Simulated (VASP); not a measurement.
# MgS (P6_3mc) in VASP: notebook

Aim: see how the results for MgS move with the level of theory and the settings. Levels: PBE, LDA, r2SCAN. Tasks: single point.

Program: VASP 6.6.1. These are calculated values, not measurements. Logs are shortened: lines on timing, memory, paths and dates and some standing lists are left out, and cuts for length are marked.

## Step 1: The cell of the first run

It takes space group P6_3mc (No. 186, hexagonal). Conventional cell: a = 4.352 Å, b = 4.352 Å, c = 6.359 Å, α = 90.00°, β = 90.00°, γ = 120.00°. Within 2.8 Å of Mg (site symmetry 3m) lie 4 S at 2.14 to 2.72 Å. Within 2.8 Å of S (site symmetry 3m) lie 4 Mg at 2.14 to 2.72 Å.

## Step 2: Single point, PBE (strained)

Input file INCAR:

```
SYSTEM = MgS
  PREC = Accurate
  ENCUT = 520
  EDIFF = 1E-6
  ISMEAR = 0
  SIGMA = 0.02
  LREAL = .False.
  LASPH = .True.
  NELM = 80
  ALGO = Normal
  ISIF = 2
  LWAVE = .False.
  LCHARG = .False.
  GGA = PE
  NBANDS = 16
```

Input file KPOINTS:

```
Automatic mesh
0
Gamma
  6 6 4
  0 0 0
```

Input file POSCAR:

```
MgS
1.0
    4.3516226893      0.0000000000      0.0000000000
   -2.1758113447      3.7686157967      0.0000000000
    0.0000000000      0.0000000000      6.3587730575
Mg S
2 2
Direct
    0.6666666700      0.3333333300      0.5190746789
    0.3333333300      0.6666666700      1.0190746789
    0.3333333300      0.6666666700      0.3559243211
    0.6666666700      0.3333333300      0.8559243211
```

Potentials or basis: VASP PAW PBE potentials, release 64 (Mg, S).

On the command line:

```bash
> cat potpaw_PBE.64/Mg/POTCAR potpaw_PBE.64/S/POTCAR > POTCAR
> mpirun -np 1 vasp_std > vasp.out
```

OUTCAR:

```text
SYSTEM = MgS
   PREC = Accurate
   ENCUT = 520
   EDIFF = 1E-6
   ISMEAR = 0
   LREAL = .False.
   LASPH = .True.
   NELM = 80
   ISIF = 2
   GGA = PE

 ion  position               nearest neighbor table
   1  0.667  0.333  0.519-   4 2.14   3 2.72   3 2.72   3 2.72
   2  0.333  0.667  0.019-   3 2.14   4 2.72   4 2.72   4 2.72
   3  0.333  0.667  0.356-   2 2.14   1 2.72   1 2.72   1 2.72
   4  0.667  0.333  0.856-   1 2.14   2 2.72   2 2.72   2 2.72

  LATTYP: Found a hexagonal cell.
 ALAT       =     4.3516226893
 C/A-ratio  =     1.4612418198

  Lattice vectors:

 A1 = (   4.3516226893,   0.0000000000,   0.0000000000)
 A2 = (  -2.1758113447,   3.7686157967,   0.0000000000)
 A3 = (   0.0000000000,   0.0000000000,   6.3587730575)

Analysis of symmetry for initial positions (statically):
=====================================================================
 Subroutine PRICEL returns:
 Original cell was already a primitive cell.

 Routine SETGRP: Setting up the symmetry group for a
 hexagonal supercell.

 Subroutine GETGRP returns: Found 12 space group operations
 (whereof  6 operations were pure point group operations)
 out of a pool of 24 trial point group operations.

The static configuration has the point symmetry C_3v.
 The point group associated with its full space group is C_6v.

Analysis of symmetry for dynamics (positions and initial velocities):
=====================================================================
 Subroutine PRICEL returns:
 Original cell was already a primitive cell.

 Routine SETGRP: Setting up the symmetry group for a
 hexagonal supercell.

 Subroutine GETGRP returns: Found 12 space group operations
 (whereof  6 operations were pure point group operations)
 out of a pool of 24 trial point group operations.

The dynamic configuration has the point symmetry C_3v.
 The point group associated with its full space group is C_6v.

 Subroutine INISYM returns: Found 12 space group operations
 (whereof  6 operations are pure point group operations),
 and found     1 'primitive' translations

----------------------------------------------------------------------------------------

                                     Primitive cell

  volume of cell :     104.2813

  direct lattice vectors                    reciprocal lattice vectors
     4.351622689  0.000000000  0.000000000     0.229799335  0.132674708  0.000000000
    -2.175811345  3.768615797  0.000000000     0.000000000  0.265349416  0.000000000
     0.000000000  0.000000000  6.358773057     0.000000000  0.000000000  0.157263043

  length of vectors
     4.351622689  4.351622689  6.358773057     0.265349416  0.265349416  0.157263043

  position of ions in fractional coordinates (direct lattice)
     0.666666670  0.333333330  0.519074679
     0.333333330  0.666666670  0.019074679
     0.333333330  0.666666670  0.355924321
     0.666666670  0.333333330  0.855924321

  ion indices of the primitive-cell ions
   primitive index   ion index
                 1           1
                 2           2
                 3           3
                 4           4

----------------------------------------------------------------------------------------

 KPOINTS: Automatic mesh

Automatic generation of k-mesh.
 Grid dimensions read from file:
 generate k-points for:    6    6    4

 Generating k-lattice:

  Cartesian coordinates                     Fractional coordinates (reciprocal lattice)
     0.038299889  0.022112451  0.000000000     0.166666667  0.000000000  0.000000000
     0.000000000  0.044224903  0.000000000     0.000000000  0.166666667  0.000000000
     0.000000000  0.000000000  0.039315761     0.000000000  0.000000000  0.250000000

  Length of vectors
     0.044224903  0.044224903  0.039315761

  Shift w.r.t. Gamma in fractional coordinates (k-lattice)
     0.000000000  0.000000000  0.000000000

 Subroutine IBZKPT returns following result:
 ===========================================

 Found     21 irreducible k-points:

 Following reciprocal coordinates:
            Coordinates               Weight
  0.000000  0.000000  0.000000      1.000000
  0.166667  0.000000  0.000000      6.000000
  0.333333  0.000000  0.000000      6.000000
  0.500000 -0.000000  0.000000      3.000000
  0.166667  0.166667  0.000000      6.000000
  0.333333  0.166667  0.000000     12.000000
[... 13 lines left out ...]
  0.333333  0.166667  0.500000     12.000000
  0.333333  0.333333  0.500000      2.000000
   k-points           NKPTS =     21   k-points in BZ     NKDIM =     21   number of bands    NBANDS=     16
   number of dos      NEDOS =    301   number of ions     NIONS =      4
   total plane-waves  NPLWV =  49152
   dimension x,y,z NGX =    32 NGY =   32 NGZ =   48
   dimension x,y,z NGXF=    64 NGYF=   64 NGZF=   96
   ions per type =               2   2
   NGX,Y,Z   is equivalent  to a cutoff of  12.23, 12.23, 12.55 a.u.
   NGXF,Y,Z  is equivalent  to a cutoff of  24.45, 24.45, 25.10 a.u.
 SYSTEM =  MgS
   PREC   = accura    normal or accurate (medium, high low for compatibility)
   ISTART =      0    job   : 0-new  1-cont  2-samecut
   ICHARG =      2    charge: 1-file 2-atom 10-const
   ISPIN  =      1    spin polarized calculation?
   LNONCOLLINEAR =      F non collinear calculations
   LSORBIT =      F    spin-orbit coupling
   LASPH  =      T    aspherical Exc in radial PAW
   ENCUT  =  520.0 eV  38.22 Ry    6.18 a.u.   8.09  8.09 11.82*2*pi/ulx,y,z
   NELM   =     80;   NELMIN=  2; NELMDL= -5     # of ELM steps
   EDIFF  = 0.1E-05   stopping-criterion for ELM
   LREAL  =      F    real-space projection
   EDIFFG = 0.1E-04   stopping-criterion for IOM
   NSW    =      0    number of steps for IOM
   IBRION =     -1    ionic relax: 0-MD 1-quasi-New 2-CG
   NFREE  =      0    steps in history (QN), initial steepest desc. (CG)
   ISIF   =      2    stress and relaxation
   ISYM   =      2    0-nonsym 1-usesym 2-fastsym
   POTIM  = 0.5000    time-step for ionic-motion
   TEBEG  =    0.0;   TEEND  =   0.0 temperature during run
   PSTRESS=    0.0 pullay stress
   NELECT =      16.0000    total number of electrons
   NUPDOWN=      -1.0000    fix difference up-down
   EMIN   =  10.00;   EMAX   =-10.00  energy-range for DOS
   EFERMI =   0.00;   METHOD = LEGACY
   ISMEAR =     0;   SIGMA  =   0.02  broadening in eV -4-tet -1-fermi 0-gaus
   EFERMI_NEDOS =   21; number of points for ismear=-14 and -15
   IALGO  =     38    algorithm
   IMIX   =      4    mixing-type and parameters
     AMIX     =   0.40;   BMIX     =  1.00
     AMIX_MAG =   1.60;   BMIX_MAG =  1.00
  volume/ion in A,a.u.               =      26.07       175.93
  Fermi-wavevector in a.u.,A,eV,Ry     =   0.876421  1.656195 10.450818  0.768113
  Thomas-Fermi vector in A             =   1.996228
   LORBIT       =      0    0 simple, 1 ext, 2 COOP (PROOUT), +10 PAW based schemes
   GGA     = PE    functional components
   LHFCALC =     F    Hartree Fock is set to
   AEXX    =    0.0000 exact exchange contribution
   IVDW    =     0    specifies the selected vdW correction
   LEPSILON=     F    determine dielectric tensor
   LRPA    =     F    only Hartree local field effects (RPA)
 non-spin polarized calculation
 Gauss-broadening in eV      SIGMA  =   0.02
  energy-cutoff  :      520.00
  volume of cell :      104.28
 maximum number of plane-waves:      2826
   NGX = 17   NGY = 17   NGZ = 23

 number of electron      16.0000001 magnetization

 Free energy of the ion-electron system (eV)
  ---------------------------------------------------
  ext. energy  EPLUGINS =         0.00000000
  ---------------------------------------------------
  free energy    TOTEN  =       -15.72880974 eV

  energy without entropy =      -15.72880974  energy(sigma->0) =      -15.72880974

 E-fermi :   0.4149     XC(G=0):  -7.8192

 val. band max:        0.2831545967   @ k =   0.0000   0.0000   0.0000
 cond. band min:       3.1139169673   @ k =   0.0000   0.0000   0.0000
 fundamental gap:      2.8307623707
 Fermi energy:         0.4149082939

 k-point     1 :       0.0000    0.0000    0.0000
  band No.  band energies     occupation
      1     -10.7050      2.00000
      2     -10.0469      2.00000
      3      -2.6092      2.00000
      4      -0.2255      2.00000
      5      -0.2255      2.00000
      6       0.0384      2.00000
[... 8 lines left out ...]
     15       8.6712      0.00000
     16       8.8483      0.00000

 k-point     2 :       0.1667    0.0000    0.0000
  band No.  band energies     occupation
      1     -10.6180      2.00000
      2     -10.0294      2.00000
      3      -2.4450      2.00000
      4      -0.7742      2.00000
      5      -0.3918      2.00000
      6      -0.3595      2.00000
[... 8 lines left out ...]
     15       8.6139      0.00000
     16       8.6395      0.00000

 k-point     3 :       0.3333    0.0000    0.0000
  band No.  band energies     occupation
      1     -10.4112      2.00000
      2     -10.0187      2.00000
      3      -2.0335      2.00000
      4      -1.6191      2.00000
      5      -1.1220      2.00000
      6      -0.6572      2.00000
[... 8 lines left out ...]
     15       8.7346      0.00000
     16       9.8350      0.00000

 k-point     4 :       0.5000   -0.0000    0.0000
  band No.  band energies     occupation
      1     -10.2663      2.00000
      2     -10.0501      2.00000
      3      -2.0574      2.00000
      4      -1.5618      2.00000
      5      -1.4524      2.00000
      6      -0.7707      2.00000
[... 8 lines left out ...]
     15       9.7392      0.00000
     16      11.1936      0.00000

 k-point     5 :       0.1667    0.1667    0.0000
  band No.  band energies     occupation
      1     -10.4695      2.00000
      2     -10.0160      2.00000
      3      -2.1463      2.00000
      4      -1.2091      2.00000
      5      -1.1960      2.00000
      6      -0.5368      2.00000
[... 8 lines left out ...]
     15       8.5052      0.00000
     16       9.6504      0.00000

 k-point     6 :       0.3333    0.1667    0.0000
  band No.  band energies     occupation
      1     -10.2714      2.00000
      2     -10.0454      2.00000
      3      -1.8657      2.00000
      4      -1.6135      2.00000
      5      -1.3659      2.00000
      6      -0.9920      2.00000
[... 8 lines left out ...]
     15       9.0073      0.00000
     16      10.6065      0.00000
[... 210 lines left out ...]
 k-point    18 :       0.5000   -0.0000    0.5000
  band No.  band energies     occupation
      1     -10.1543      2.00000
      2     -10.1543      2.00000
      3      -2.3318      2.00000
      4      -2.3318      2.00000
      5      -0.3959      2.00000
      6      -0.3959      2.00000
[... 8 lines left out ...]
     15       8.8351      0.00000
     16       8.8351      0.00000

 k-point    19 :       0.1667    0.1667    0.5000
  band No.  band energies     occupation
      1     -10.2498      2.00000
      2     -10.2498      2.00000
      3      -1.9460      2.00000
      4      -1.9460      2.00000
      5      -0.4719      2.00000
      6      -0.4719      2.00000
[... 8 lines left out ...]
     15       8.6101      0.00000
     16       8.6101      0.00000

 k-point    20 :       0.3333    0.1667    0.5000
  band No.  band energies     occupation
      1     -10.1549      2.00000
      2     -10.1549      2.00000
      3      -2.2179      2.00000
      4      -2.2179      2.00000
      5      -0.7915      2.00000
      6      -0.7915      2.00000
[... 8 lines left out ...]
     15       9.0854      0.00000
     16       9.0854      0.00000

 k-point    21 :       0.3333    0.3333    0.5000
  band No.  band energies     occupation
      1     -10.1227      2.00000
      2     -10.1227      2.00000
      3      -2.1804      2.00000
      4      -2.1804      2.00000
      5      -1.1392      2.00000
      6      -1.1392      2.00000
[... 8 lines left out ...]
     15       9.5298      0.00000
     16       9.5298      0.00000

------------------------ aborting loop because EDIFF is reached ----------------------------------------

  FORCE on cell =-STRESS in cart. coord.  units (eV):
  Direction    XX          YY          ZZ          XY          YZ          ZX
  --------------------------------------------------------------------------------------
  -------------------------------------------------------------------------------------
  Total       -4.8099683     -4.8099683      9.5313955      0.0000000      0.0000000      0.0000000
  in kB      -73.9003290    -73.9003290    146.4403135      0.0000000      0.0000000      0.0000000
  external PRESSURE =      -0.4534481 kB  Pullay stress =       0.0000000 kB

 VOLUME and BASIS-vectors are now :
 -----------------------------------------------------------------------------
  energy-cutoff  :      520.00
  volume of cell :      104.28
      direct lattice vectors                 reciprocal lattice vectors
     4.351622689  0.000000000  0.000000000     0.229799335  0.132674708  0.000000000
    -2.175811345  3.768615797  0.000000000     0.000000000  0.265349416  0.000000000
     0.000000000  0.000000000  6.358773057     0.000000000  0.000000000  0.157263043

 POSITION                                       TOTAL-FORCE (eV/Angst)
 -----------------------------------------------------------------------------------
      2.17581      1.25621      3.30068         0.000000     -0.000000     -3.282502
     -0.00000      2.51241      0.12129         0.000000      0.000000     -3.282502
     -0.00000      2.51241      2.26324         0.000000     -0.000000      3.282502
      2.17581      1.25621      5.44263        -0.000000      0.000000      3.282502
 -----------------------------------------------------------------------------------
    total drift:                               -0.000011      0.000007     -0.001894

  FREE ENERGIE OF THE ION-ELECTRON SYSTEM (eV)
  ---------------------------------------------------
  free  energy   TOTEN  =       -15.7288097445 eV

  energy  without entropy=      -15.7288097445  energy(sigma->0) =      -15.72880974
```

Run time: 16 s. Hardware: 1 thread of Intel Xeon Platinum 8488C (Sapphire Rapids), shared host; peak memory 0.21 GiB.

Results:

```yaml
Free_energy: -15.7288 eV
Pressure: 0.0 GPa
Largest_force: 3.283 eV/Å
Band_gap_on_the_k_mesh: 2.83 eV, direct
```

Forces in eV/Å, atoms in the order of the input:
```
Mg   0.000  0.000 -3.283
Mg   0.000  0.000 -3.283
S    0.000  0.000  3.283
S    0.000  0.000  3.283
```

Levels at points of the mesh, in eV from the valence-band top:
```
           k point  band 5  band 6  band 7  band 8  band 9  band 10  band 11  band 12
(0.00, 0.00, 0.00)   -0.51   -0.24    0.00    0.00    2.83     4.17     7.09     7.09
(0.50, 0.00, 0.00)   -1.74   -1.05   -1.05   -0.16    4.62     5.23     5.38     6.84
(0.00, 0.00, 0.50)   -0.26   -0.26   -0.26   -0.26    4.25     4.25     7.20     7.20
(0.50, 0.00, 0.50)   -0.68   -0.68   -0.66   -0.66    4.56     4.56     6.47     6.47
```

Caveat: the cell differs from its parent crystal (strained); forces of over 1 eV/Å act on the atoms, so gaps and moduli don't describe the material at rest.

## Step 3: Single point, LDA

This run uses another cell than the first one, of 23.10 Å³/atom, 0.886 times its volume.

Input file INCAR:

```
SYSTEM = MgS
ALGO = Normal ; EDIFF = 1E-7
ENCUT = 520 ; GGA = CA
ISIF = 2 ; ISMEAR = 0
LASPH = .True. ; LCHARG = .True.
LELF = .True. ; LREAL = .False.
LVHAR = .True. ; LWAVE = .False.
NBANDS = 16 ; NELM = 100
PREC = Accurate ; SIGMA = 0.02
```

Input file KPOINTS:

```
k-points
0
Gamma
  6 6 4
  0 0 0
```

Input file POSCAR:

```
MgS
1.0
    4.0546560487      0.0000000000      0.0000000000
   -2.0273280244      3.5114351418      0.0000000000
    0.0000000000      0.0000000000      6.4907642878
Mg S
2 2
Direct
    0.6666666667      0.3333333333      0.4970164499
    0.3333333333      0.6666666667      0.9970164499
    0.3333333333      0.6666666667      0.3779825501
    0.6666666667      0.3333333333      0.8779825501
```

Potentials or basis: VASP PAW LDA potentials, release 64 (Mg, S).

On the command line:

```bash
> cat potpaw_LDA.64/Mg/POTCAR potpaw_LDA.64/S/POTCAR > POTCAR
> mpirun -np 1 vasp_std > vasp.out
```

Run time: 11 s. Hardware: 1 thread of Intel Xeon 6975P-C (Granite Rapids), shared host; peak memory 0.18 GiB.

Results (log left out):

- Free energy: -18.7647 eV
- Pressure: -3.3 GPa
- Largest force: 0.006 eV/Å
- Band gap on the k mesh: 3.10 eV, direct

Forces in eV/Å, atoms in the order of the input:
```
Mg   0.000  0.000  0.006
Mg   0.000  0.000  0.006
S    0.000  0.000 -0.006
S    0.000  0.000 -0.006
```

Levels at points of the mesh, in eV from the valence-band top:
```csv
k point,band 5,band 6,band 7,band 8,band 9,band 10,band 11,band 12
"(0.00, 0.00, 0.00)",-0.53,-0.11,-0.11,0.00,3.10,4.42,7.30,7.30
"(0.50, 0.00, 0.00)",-1.87,-1.20,-0.93,-0.44,4.52,4.99,5.53,7.32
"(0.00, 0.00, 0.50)",-0.33,-0.33,-0.33,-0.33,4.61,4.61,7.33,7.33
"(0.50, 0.00, 0.50)",-0.86,-0.86,-0.80,-0.80,4.41,4.41,6.08,6.08
```

## Step 4: Single point, r2SCAN

This run uses another cell than the first one, of 23.10 Å³/atom, 0.886 times its volume.

POSCAR is that of step 3.

Input file INCAR.step1:

```
ALGO = Normal ; EDIFF = 1E-4
ENCUT = 520 ; GGA = PE
ISMEAR = 0 ; LASPH = T
LCHARG = F ; LREAL = F
LWAVE = T ; NBANDS = 16
NELM = 100 ; PREC = Accurate
SIGMA = 0.02
```

Input file INCAR.step2:

```
ALGO = Normal ; EDIFF = 1E-7
ENCUT = 520 ; ISIF = 2
ISMEAR = 0 ; ISTART = 1
LASPH = T ; LCHARG = F
LMIXTAU = T ; LREAL = F
LWAVE = F ; METAGGA = R2SCAN
NBANDS = 16 ; NELM = 100
PREC = Accurate ; SIGMA = 0.02
```

Input file KPOINTS:

```
k-points
0
Gamma
  6 6 4
```

Potentials or basis: VASP PAW PBE potentials, release 64 (Mg, S).

On the command line:

```bash
> cat potpaw_PBE.64/Mg/POTCAR potpaw_PBE.64/S/POTCAR > POTCAR
> cp INCAR.step1 INCAR
> mpirun -np 1 vasp_std > vasp.out
> cp INCAR.step2 INCAR
> mpirun -np 1 vasp_std > vasp.out
```

Run time: 65 s. Hardware: 1 thread of Intel Xeon 6975P-C (Granite Rapids), shared host; peak memory 0.21 GiB.

It converged, with:

| Item | Value |
| --- | --- |
| Free energy | -30.9274 eV |
| Pressure | -1.3 GPa |
| Largest force | 0.007 eV/Å |
| Band gap on the k mesh | 4.03 eV, direct |

Forces in eV/Å, atoms in the order of the input:
```
Mg   0.000  0.000  0.007
Mg   0.000  0.000  0.007
S    0.000  0.000 -0.007
S    0.000  0.000 -0.007
```

Stress tensor (GPa, compression positive):
```
-1.38  0.00  0.00
 0.00 -1.38  0.00
 0.00  0.00 -1.28
```

Levels at points of the mesh, in eV from the valence-band top:
```tsv
k point	band 4	band 5	band 6	band 7	band 8	band 9	band 10	band 11	band 12	band 13
(0.00, 0.00, 0.00)	-0.53	-0.53	-0.12	-0.12	0.00	4.03	5.33	8.10	8.10	8.80
(0.50, 0.00, 0.00)	-2.37	-1.84	-1.20	-0.90	-0.44	5.28	5.69	6.38	8.06	8.91
(0.00, 0.00, 0.50)	-1.86	-0.33	-0.33	-0.33	-0.33	5.51	5.51	8.20	8.20	8.23
(0.50, 0.00, 0.50)	-3.04	-0.85	-0.85	-0.79	-0.79	5.16	5.16	6.90	6.90	9.84
```

Caveat: the PAW data sets were made with another functional, which shifts forces and pressure a little. r2SCAN opens gaps a little over a GGA but as a rule still falls short of measured ones.

## Step 5: The runs side by side

```tsv
level	potentials or basis	cell	gap on the mesh (eV)	pressure (GPa)	largest force (eV/Å)
PBE	VASP PAW PBE potentials, release 64 (Mg, S)	a = 4.352, b = 4.352, c = 6.359 Å, angles 90.0, 90.0, 120.0°, 4 atoms	2.83	0.0	3.28
LDA	VASP PAW LDA potentials, release 64 (Mg, S)	a = 4.055, b = 4.055, c = 6.491 Å, angles 90.0, 90.0, 120.0°, 4 atoms	3.10	-3.3	0.01
r2SCAN	VASP PAW PBE potentials, release 64 (Mg, S)	a = 4.055, b = 4.055, c = 6.491 Å, angles 90.0, 90.0, 120.0°, 4 atoms	4.03	-1.3	0.01
```

Alike in all rows: task single point; no spin polarisation; k mesh 6 × 6 × 4; cutoff (eV) 520; smearing gaussian 0.02 eV.

Caveats: forces of over 1 eV/Å act on the atoms, so gaps and moduli don't describe the material at rest (some runs); the PAW data sets were made with another functional, which shifts forces and pressure a little (some runs).

Total energies depend on the potentials used, so only differences within one code and one set of settings carry meaning.
